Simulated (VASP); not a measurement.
Set up this calculation in VASP 6.6.1, as the native input.

* Task: single point
* Functional: PBE
* Dispersion: D3(BJ)
* Potentials or basis: VASP PAW PBE potentials, release 64 (Ca_sv, B)
* Cutoff: 520 eV
* k mesh: 6 × 6 × 4
* Occupations: methfessel-paxton, width 0.02 eV
* Spin: no spin polarisation
* Dipole correction: no
* Further INCAR settings: ALGO = Normal; EDIFF = 1e-07; NBANDS = 15

The structure of CaB2 lies in POSCAR:

```
CaB2
1.0
    3.2264300000      0.0000000000      0.0000000000
   -1.6132150000      2.7941710000      0.0000000000
    0.0000000000      0.0000000000      4.0673920000
Ca B
1 2
Direct
    0.0000000000      0.0000000000      0.0000000000
    0.3333333333      0.6666666667      0.5000000000
    0.6666666667      0.3333333333      0.5000000000
```

These files were run (other wordings do the same):

INCAR

```
SYSTEM = CaB2
  ALGO = Normal
  EDIFF = 1E-7
  ENCUT = 520
  GGA = PE
  ISIF = 2
  ISMEAR = 1
  IVDW = 12
  LASPH = .TRUE.
  LCHARG = .FALSE.
  LREAL = .FALSE.
  LWAVE = .FALSE.
  NBANDS = 15
  NELM = 100
  PREC = Accurate
  SIGMA = 0.02
```

KPOINTS

```
k-points
0
G
  6 6 4
  0 0 0
```

Potentials or basis: VASP PAW PBE potentials, release 64 (Ca_sv, B).

Command:

```console
$ cat potpaw_PBE.64/Ca_sv/POTCAR potpaw_PBE.64/B/POTCAR > POTCAR
$ mpirun -np 1 vasp_std > vasp.out
```

It gave:

The pressure is -3.6 GPa, the band gap on the k mesh is zero (bands 8 and 9 overlap by 1.73 eV) and the dispersion energy per atom is -0.281 eV.

Caveat: the k points lie up to 0.39 Å⁻¹ apart, too coarse for converged energies and pressures of a metal.

Wall time 18 s on 1 thread of Intel Xeon 8259CL, on a shared host, peak memory 0.16 GiB.
